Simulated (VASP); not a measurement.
A run of VASP 6.6.1:

The input INCAR:

```
SYSTEM = Au
ALGO = Normal
DIPOL = 0.5 0.5 0.500
EDIFF = 1E-6
EFIELD = -0.3
ENCUT = 520
IDIPOL = 3
ISIF = 2
ISMEAR = -1
LASPH = .TRUE.
LCHARG = .FALSE.
LDIPOL = .TRUE.
LREAL = .FALSE.
LWAVE = .FALSE.
NBANDS = 36
NELM = 60
PREC = Accurate
SIGMA = 0.05
```

The input KPOINTS:

```
k-points
0
G
  13 9 1
  0 0 0
```

The input POSCAR:

```
Au
1.0
    2.8626073067      0.0000000000      0.0000000000
    0.0000000000      4.0483380768      0.0000000000
    0.0000000000      0.0000000000     21.7252000000
Au
5
Direct
    0.0000000000      0.0000000000      0.3729601991
    0.5000000000      0.5000000000      0.4311897701
    0.0000000000      0.0000000000      0.5000000000
    0.5000000000      0.5000000000      0.5688102306
    0.0000000000      0.0000000000      0.6270398003
```

Potentials or basis: VASP PAW LDA potentials, release 64 (Au).

The run is started by

```bash
$ cat potpaw_LDA.64/Au/POTCAR > POTCAR
$ mpirun -np 1 vasp_std > vasp.out
```

Hardware: 1 thread of Intel(R) Xeon(R) Platinum 8488C (Sapphire Rapids), with other jobs on the host.

Problem. How long does it take, and how much memory?

Solution. It took 5.2 min on 1 thread of Intel(R) Xeon(R) Platinum 8488C (Sapphire Rapids), with other jobs on the host, peak memory 0.41 GiB. Counts: scf iterations 25, k points 35.
